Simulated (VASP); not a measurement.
# C (R3m) in VASP: notebook

C is run at these levels: r2SCAN; tasks: single point.

Everything below comes from runs of VASP 6.6.1. Logs are shortened: lines on timing, memory, paths and dates and some standing lists are left out, and cuts for length are marked.

## (1) The cell of the first run

The structure is trigonal, space group R3m (No. 160). Conventional cell: a = 5.035 Å, b = 5.035 Å, c = 6.167 Å, α = 90.00°, β = 90.00°, γ = 120.00°. C (site symmetry 3m) has 4 C at 1.50 to 1.70 Å within 2.0 Å. C (site symmetry m) has 4 C at 1.54 Å within 2.1 Å. Within 2.1 Å of C (site symmetry 3m) lie 4 C at 1.54 to 1.70 Å. Within 2.0 Å of C (site symmetry m) lie 4 C at 1.50 to 1.54 Å.

## (2) Single point, r2SCAN (atom 1 (C) moved -0.160 Å towards its neighbour atom 5 (C) at 1.542 Å)

POSCAR reads:

```
C
1.0
    3.5602834153      0.0000000000      0.0000000000
    0.0000000000     -3.5602834153      0.0000000000
    0.0000000000      0.0000000000     -3.5602834153
C
8
Direct
    0.4740537389      0.0259462611      0.0259462611
    0.0000000000      0.5000000000      0.0000000000
    0.0000000000      0.0000000000      0.5000000000
    0.5000000000      0.5000000000      0.5000000000
    0.7500000000      0.7500000000      0.7500000000
    0.2500000000      0.2500000000      0.7500000000
    0.2500000000      0.7500000000      0.2500000000
    0.7500000000      0.2500000000      0.2500000000
```

INCAR.step1 reads:

```
SYSTEM = C
PREC = Accurate ; ENCUT = 910
ISMEAR = 0 ; SIGMA = 0.05
LREAL = .False. ; LASPH = .True.
NELM = 120 ; NBANDS = 26
GGA = PE ; ALGO = Normal
EDIFF = 1E-5 ; LWAVE = .True.
LCHARG = .False. ; GGA_COMPAT = .False.
```

INCAR.step2 reads:

```
SYSTEM = C
PREC = Accurate ; ENCUT = 910
EDIFF = 1E-6 ; ISMEAR = 0
SIGMA = 0.05 ; LREAL = .False.
LASPH = .True. ; NELM = 120
ALGO = Normal ; ISIF = 2
LWAVE = .False. ; LCHARG = .False.
METAGGA = R2SCAN ; LMIXTAU = .True.
NBANDS = 26 ; ISTART = 1
GGA_COMPAT = .False.
```

KPOINTS reads:

```
regular mesh
0
Gamma
  6 6 6
  0 0 0
```

Potentials or basis: VASP PAW PBE potentials, release 64 (C_h).

The run is started by

```
> cat potpaw_PBE.64/C_h/POTCAR > POTCAR
> cp INCAR.step1 INCAR
> mpirun -np 1 vasp_std > vasp.out
> cp INCAR.step2 INCAR
> mpirun -np 1 vasp_std > vasp.out
```

OUTCAR:

```text
SYSTEM = C
   PREC = Accurate
   ENCUT = 910
   EDIFF = 1E-6
   ISMEAR = 0
   LREAL = .False.
   LASPH = .True.
   NELM = 120
   ISIF = 2
   METAGGA = R2SCAN
   ISTART = 1

 ion  position               nearest neighbor table
   1  0.474  0.026  0.026-   6 1.50   7 1.50   8 1.50
   2  0.000  0.500  0.000-
   3  0.000  0.000  0.500-
   4  0.500  0.500  0.500-
   5  0.750  0.750  0.750-
   6  0.250  0.250  0.750-   1 1.50
   7  0.250  0.750  0.250-   1 1.50
   8  0.750  0.250  0.250-   1 1.50

  LATTYP: Found a simple cubic cell.
 ALAT       =     3.5602834153

  Lattice vectors:

 A1 = (   3.5602834153,   0.0000000000,   0.0000000000)
 A2 = (   0.0000000000,  -3.5602834153,   0.0000000000)
 A3 = (   0.0000000000,   0.0000000000,  -3.5602834153)

Analysis of symmetry for initial positions (statically):
=====================================================================
 Subroutine PRICEL returns:
 Original cell was already a primitive cell.

 Routine SETGRP: Setting up the symmetry group for a
 simple cubic supercell.

 Subroutine GETGRP returns: Found  6 space group operations
 (whereof  2 operations were pure point group operations)
 out of a pool of 48 trial point group operations.

The static configuration has the point symmetry C_1h.
 The point group associated with its full space group is C_3v.

Analysis of symmetry for dynamics (positions and initial velocities):
=====================================================================
 Subroutine PRICEL returns:
 Original cell was already a primitive cell.

 Routine SETGRP: Setting up the symmetry group for a
 simple cubic supercell.

 Subroutine GETGRP returns: Found  6 space group operations
 (whereof  2 operations were pure point group operations)
 out of a pool of 48 trial point group operations.

The dynamic configuration has the point symmetry C_1h.
 The point group associated with its full space group is C_3v.

 Subroutine INISYM returns: Found  6 space group operations
 (whereof  2 operations are pure point group operations),
 and found     1 'primitive' translations

----------------------------------------------------------------------------------------
[... 105 lines left out ...]
   EDIFF  = 0.1E-05   stopping-criterion for ELM
   LREAL  =      F    real-space projection
   EDIFFG = 0.1E-04   stopping-criterion for IOM
   NSW    =      0    number of steps for IOM
   IBRION =     -1    ionic relax: 0-MD 1-quasi-New 2-CG
   NFREE  =      0    steps in history (QN), initial steepest desc. (CG)
   ISIF   =      2    stress and relaxation
   ISYM   =      2    0-nonsym 1-usesym 2-fastsym
   POTIM  = 0.5000    time-step for ionic-motion
   TEBEG  =    0.0;   TEEND  =   0.0 temperature during run
   PSTRESS=    0.0 pullay stress
   NELECT =      32.0000    total number of electrons
   NUPDOWN=      -1.0000    fix difference up-down
   EMIN   =  10.00;   EMAX   =-10.00  energy-range for DOS
   EFERMI =   0.00;   METHOD = LEGACY
   ISMEAR =     0;   SIGMA  =   0.05  broadening in eV -4-tet -1-fermi 0-gaus
   EFERMI_NEDOS =   21; number of points for ismear=-14 and -15
   IALGO  =     38    algorithm
   IMIX   =      4    mixing-type and parameters
     AMIX     =   0.40;   BMIX     =  1.00
     AMIX_MAG =   1.60;   BMIX_MAG =  1.00
  volume/ion in A,a.u.               =       5.64        38.07
  Fermi-wavevector in a.u.,A,eV,Ry     =   1.459846  2.758708 28.996044  2.131149
  Thomas-Fermi vector in A             =   2.576365
   LORBIT       =      0    0 simple, 1 ext, 2 COOP (PROOUT), +10 PAW based schemes
   METAGGA = R2SCAN    functional components
   LHFCALC =     F    Hartree Fock is set to
   AEXX    =    0.0000 exact exchange contribution
   IVDW    =     0    specifies the selected vdW correction
   LEPSILON=     F    determine dielectric tensor
   LRPA    =     F    only Hartree local field effects (RPA)
 non-spin polarized calculation
 Gauss-broadening in eV      SIGMA  =   0.05
  energy-cutoff  :      910.00
  volume of cell :       45.13
 maximum number of plane-waves:      2832
   NGX = 17   NGY = 17   NGZ = 17

 number of electron      31.9999999 magnetization

 Free energy of the ion-electron system (eV)
  ---------------------------------------------------
  ext. energy  EPLUGINS =         0.00000000
  ---------------------------------------------------
  free energy    TOTEN  =       -78.35797178 eV

  energy without entropy =      -78.35797178  energy(sigma->0) =      -78.35797178

 E-fermi :  12.1049     XC(G=0): -14.3004

 val. band max:       11.7767069547   @ k =   0.0000   0.0000   0.0000
 cond. band min:      14.8251353178   @ k =   0.0000   0.0000   0.0000
 fundamental gap:      3.0484283631
 Fermi energy:        12.1049064753

 k-point     1 :       0.0000    0.0000    0.0000
  band No.  band energies     occupation
      1     -11.7858      2.00000
      2      -2.9859      2.00000
      3      -2.8814      2.00000
      4      -2.8814      2.00000
      5      -2.5557      2.00000
      6      -2.5557      2.00000
[... 685 lines left out ...]
     25      22.1762      0.00000
     26      22.7179      0.00000

 [... further k-points ...]

------------------------ aborting loop because EDIFF is reached ----------------------------------------

  FORCE on cell =-STRESS in cart. coord.  units (eV):
  Direction    XX          YY          ZZ          XY          YZ          ZX
  --------------------------------------------------------------------------------------
  -------------------------------------------------------------------------------------
  Total        0.3954361      0.3954361      0.3954361      0.1520124      0.1520124      0.1520124
  in kB       14.0389045     14.0389045     14.0389045      5.3967933      5.3967933      5.3967933
  external PRESSURE =      14.0389045 kB  Pullay stress =       0.0000000 kB

 VOLUME and BASIS-vectors are now :
 -----------------------------------------------------------------------------
  energy-cutoff  :      910.00
  volume of cell :       45.13
      direct lattice vectors                 reciprocal lattice vectors
     3.560283415  0.000000000  0.000000000     0.280876516  0.000000000  0.000000000
     0.000000000 -3.560283415  0.000000000     0.000000000 -0.280876516  0.000000000
     0.000000000  0.000000000 -3.560283415     0.000000000  0.000000000 -0.280876516

 POSITION                                       TOTAL-FORCE (eV/Angst)
 -----------------------------------------------------------------------------------
      1.68777     -0.09238     -0.09238         3.521775      3.521775      3.521775
      0.00000     -1.78014      0.00000        -0.668357     -0.668357      0.573075
      0.00000      0.00000     -1.78014        -0.668357      0.573075     -0.668357
      1.78014     -1.78014     -1.78014         0.573075     -0.668357     -0.668357
      2.67021     -2.67021     -2.67021        -0.747719     -0.747719     -0.747719
      0.89007     -0.89007     -2.67021        -0.870263     -0.870263     -0.269892
      0.89007     -2.67021     -0.89007        -0.870263     -0.269892     -0.870263
      2.67021     -0.89007     -0.89007        -0.269892     -0.870263     -0.870263
 -----------------------------------------------------------------------------------
    total drift:                                0.000140      0.000140      0.000140

  FREE ENERGIE OF THE ION-ELECTRON SYSTEM (eV)
  ---------------------------------------------------
  free  energy   TOTEN  =       -78.3579717796 eV

  energy  without entropy=      -78.3579717796  energy(sigma->0) =      -78.35797178
```

OSZICAR.step1:

```text
N       E                     dE             d eps       ncg     rms          rms(c)
DAV:   1     0.130089201848E+03    0.13009E+03   -0.24100E+04  1664   0.189E+03
DAV:   2    -0.639771104461E+02   -0.19407E+03   -0.17902E+03  2228   0.299E+02
DAV:   3    -0.747323095842E+02   -0.10755E+02   -0.10641E+02  2176   0.650E+01
DAV:   4    -0.748821629932E+02   -0.14985E+00   -0.14938E+00  2180   0.775E+00
DAV:   5    -0.748859352102E+02   -0.37722E-02   -0.37688E-02  2198   0.116E+00    0.968E+00
DAV:   6    -0.729796418945E+02    0.19063E+01   -0.12138E+00  2064   0.607E+00    0.532E+00
DAV:   7    -0.723374660919E+02    0.64218E+00   -0.14022E+00  2054   0.664E+00    0.726E-01
DAV:   8    -0.723450390941E+02   -0.75730E-02   -0.37883E-02  2166   0.134E+00    0.168E-01
DAV:   9    -0.723457932879E+02   -0.75419E-03   -0.16456E-03  2054   0.303E-01    0.350E-02
DAV:  10    -0.723458458746E+02   -0.52587E-04   -0.11069E-04  2332   0.721E-02    0.163E-02
DAV:  11    -0.723458580201E+02   -0.12145E-04   -0.96706E-06  1576   0.247E-02    0.731E-03
DAV:  12    -0.723458620021E+02   -0.39820E-05   -0.38734E-06  1308   0.147E-02
   1 F= -.72345862E+02 E0= -.72345862E+02  d E =-.588238E-11
```

Run time: 89 s. Hardware: 1 thread of Intel Xeon 6975P-C (Granite Rapids), shared host; peak memory 0.23 GiB.

What came out:

| Quantity | Value |
| --- | --- |
| Free energy | -78.3580 eV |
| Pressure | 1.4 GPa |
| Largest force | 6.100 eV/Å |
| Band gap on the k mesh | 3.05 eV |

Forces in eV/Å, atoms in the order of the input:
```
C    3.522  3.522  3.522
C   -0.668 -0.668  0.573
C   -0.668  0.573 -0.668
C    0.573 -0.668 -0.668
C   -0.748 -0.748 -0.748
C   -0.870 -0.870 -0.270
C   -0.870 -0.270 -0.870
C   -0.270 -0.870 -0.870
```

Levels at points of the mesh, in eV from the valence-band top:
```csv
k point,band 13,band 14,band 15,band 16,band 17,band 18,band 19,band 20
"(0.00, 0.00, 0.00)",-7.05,-1.13,-1.13,0.00,3.05,4.06,4.06,4.23
"(0.50, 0.00, 0.00)",-5.57,-5.29,-5.03,-4.36,3.75,3.84,8.99,9.64
"(0.50, 0.50, 0.00)",-4.61,-3.99,-3.83,-3.38,6.67,7.33,7.55,7.81
"(0.50, 0.50, 0.50)",-3.74,-3.68,-3.68,-2.50,6.19,7.74,7.74,8.11
```

Caveat: the cell differs from its parent crystal (atom 1 (C) moved -0.160 Å towards its neighbour atom 5 (C) at 1.542 Å); the cutoff is under 1.25 times the usual one of these potentials, so pressure, stress and relaxed cells hold a basis-set (Pulay) error; the PAW data sets were made with another functional, which shifts forces and pressure a little.

## (3) Single point, r2SCAN (atom 1 (C) moved +0.200 Å towards its neighbour atom 5 (C) at 1.542 Å)

Changes to POSCAR since step 2:

```diff
@@ -8,3 +8,3 @@
 Direct
-    0.4740537389      0.0259462611      0.0259462611
+    0.5324328264     -0.0324328264     -0.0324328264
     0.0000000000      0.5000000000      0.0000000000
```

INCAR.step1 reads:

```
SYSTEM = C
PREC = Accurate
ENCUT = 910
ISMEAR = 0
SIGMA = 0.05
LREAL = .False.
LASPH = .True.
NELM = 120
NBANDS = 26
GGA = PE
ALGO = Normal
EDIFF = 1E-5
LWAVE = .True.
LCHARG = .False.
GGA_COMPAT = .False.
```

INCAR.step2 reads:

```
SYSTEM = C
PREC = Accurate
ENCUT = 910
EDIFF = 1E-6
ISMEAR = 0
SIGMA = 0.05
LREAL = .False.
LASPH = .True.
NELM = 120
ALGO = Normal
ISIF = 2
LWAVE = .False.
LCHARG = .False.
METAGGA = R2SCAN
LMIXTAU = .True.
NBANDS = 26
ISTART = 1
GGA_COMPAT = .False.
```

KPOINTS reads:

```
Automatic mesh
0
Gamma
  6 6 6
  0 0 0
```

Potentials or basis: VASP PAW PBE potentials, release 64 (C_h).

The run is started by

```
> cat potpaw_PBE.64/C_h/POTCAR > POTCAR
> cp INCAR.step1 INCAR
> mpirun -np 1 vasp_std > vasp.out
> cp INCAR.step2 INCAR
> mpirun -np 1 vasp_std > vasp.out
```

It took 2.7 min on 1 thread of Intel Xeon Platinum 8259CL at 2.50GHz (Skylake/Cascade Lake), shared host; peak memory 0.23 GiB.

It converged, with:

| Item | Value |
| --- | --- |
| Free energy | -77.7784 eV |
| Pressure | 4.7 GPa |
| Largest force | 12.077 eV/Å |
| Band gap on the k mesh | 3.56 eV (least direct gap 3.57 eV) |

Forces in eV/Å, atoms in the order of the input:
```
C   -6.973 -6.973 -6.973
C    0.769  0.769 -0.738
C    0.769 -0.738  0.769
C   -0.738  0.769  0.769
C    3.553  3.553  3.553
C    1.001  1.001  0.617
C    1.001  0.617  1.001
C    0.617  1.001  1.001
```

Stress tensor (GPa, compression positive):
```
4.68 4.37 4.37
4.37 4.68 4.37
4.37 4.37 4.68
```

Levels at points of the mesh, in eV from the valence-band top:
```csv
k point,band 14,band 15,band 16,band 17,band 18,band 19
"(0.00, 0.00, 0.00)",-1.34,0.00,0.00,3.57,3.57,4.41
"(0.50, 0.00, 0.00)",-4.73,-4.46,-4.27,3.73,4.32,9.55
"(0.50, 0.50, 0.00)",-3.96,-3.71,-2.88,6.58,7.83,7.85
"(0.50, 0.50, 0.50)",-3.45,-2.52,-2.52,6.70,6.70,7.92
```

Caveat: the cell differs from its parent crystal (atom 1 (C) moved +0.200 Å towards its neighbour atom 5 (C) at 1.542 Å); the cutoff is under 1.25 times the usual one of these potentials, so pressure, stress and relaxed cells hold a basis-set (Pulay) error; the cell stands under pressure; the PAW data sets were made with another functional, which shifts forces and pressure a little. A k mesh can miss the band edges.

## (4) Single point, r2SCAN (atom 1 (C) moved -0.200 Å towards its neighbour atom 5 (C) at 1.542 Å)

Changes to POSCAR since step 3:

```diff
@@ -8,3 +8,3 @@
 Direct
-    0.5324328264     -0.0324328264     -0.0324328264
+    0.4675671736      0.0324328264      0.0324328264
     0.0000000000      0.5000000000      0.0000000000
```

INCAR.step1 reads:

```
SYSTEM = C
PREC = Accurate ; ENCUT = 910
ISMEAR = 0 ; SIGMA = 0.05
LREAL = .False. ; LASPH = .True.
NELM = 120 ; NBANDS = 26
GGA = PE ; ALGO = Normal
EDIFF = 1E-5 ; LWAVE = .True.
LCHARG = .False. ; GGA_COMPAT = .False.
```

INCAR.step2 reads:

```
SYSTEM = C
PREC = Accurate ; ENCUT = 910
EDIFF = 1E-6 ; ISMEAR = 0
SIGMA = 0.05 ; LREAL = .False.
LASPH = .True. ; NELM = 120
ALGO = Normal ; ISIF = 2
LWAVE = .False. ; LCHARG = .False.
METAGGA = R2SCAN ; LMIXTAU = .True.
NBANDS = 26 ; ISTART = 1
GGA_COMPAT = .False.
```

KPOINTS is that of step 3.

The run is started by

```
> cat potpaw_PBE.64/C_h/POTCAR > POTCAR
> cp INCAR.step1 INCAR
> mpirun -np 1 vasp_std > vasp.out
> cp INCAR.step2 INCAR
> mpirun -np 1 vasp_std > vasp.out
```

It took 2.9 min on 1 thread of AMD EPYC 9R45 (Zen 5), shared host; peak memory 0.2 GiB.

Results (log left out):

| Item | Value |
| --- | --- |
| Free energy | -78.0901 eV |
| Pressure | 2.5 GPa |
| Largest force | 7.275 eV/Å |
| Band gap on the k mesh | 2.51 eV |

Forces on the atoms (eV/Å):
```
C    4.200  4.200  4.200
C   -0.846 -0.846  0.711
C   -0.846  0.711 -0.846
C    0.711 -0.846 -0.846
C   -0.780 -0.780 -0.780
C   -1.065 -1.065 -0.310
C   -1.065 -0.310 -1.065
C   -0.310 -1.065 -1.065
```

Stress tensor (GPa, compression positive):
```
2.51 0.95 0.95
0.95 2.51 0.95
0.95 0.95 2.51
```

Levels at points of the mesh, in eV from the valence-band top:
```tsv
k point	band 14	band 15	band 16	band 17	band 18	band 19
(0.00, 0.00, 0.00)	-1.40	-1.40	0.00	2.51	3.80	3.80
(0.50, 0.00, 0.00)	-5.50	-5.20	-4.32	3.48	3.61	8.46
(0.50, 0.50, 0.00)	-4.19	-3.98	-3.39	6.11	7.07	7.35
(0.50, 0.50, 0.50)	-3.85	-3.85	-2.37	5.53	7.45	7.45
```

Caveat: the cell differs from its parent crystal (atom 1 (C) moved -0.200 Å towards its neighbour atom 5 (C) at 1.542 Å); the cutoff is under 1.25 times the usual one of these potentials, so pressure, stress and relaxed cells hold a basis-set (Pulay) error; the PAW data sets were made with another functional, which shifts forces and pressure a little. A k mesh can miss the band edges.

## (5) The runs side by side

```csv
cell,gap on the mesh (eV),pressure (GPa),largest force (eV/Å)
"as given, atomic positions A",3.05,1.4,6.10
"as given, atomic positions B",3.56,4.7,12.08
"as given, atomic positions C",2.51,2.5,7.27
```

Alike in all rows: task single point; level r2SCAN; potentials or basis VASP PAW PBE potentials, release 64 (C_h); no spin polarisation; k mesh 6 × 6 × 6; cutoff (eV) 910; smearing gaussian 0.05 eV.

Caveats: the cutoff is under 1.25 times the usual one of these potentials, so pressure, stress and relaxed cells hold a basis-set (Pulay) error; the PAW data sets were made with another functional, which shifts forces and pressure a little; the cell stands under pressure (at least some runs).

Total energies depend on the potentials used, so only differences within one code and one set of settings carry meaning.
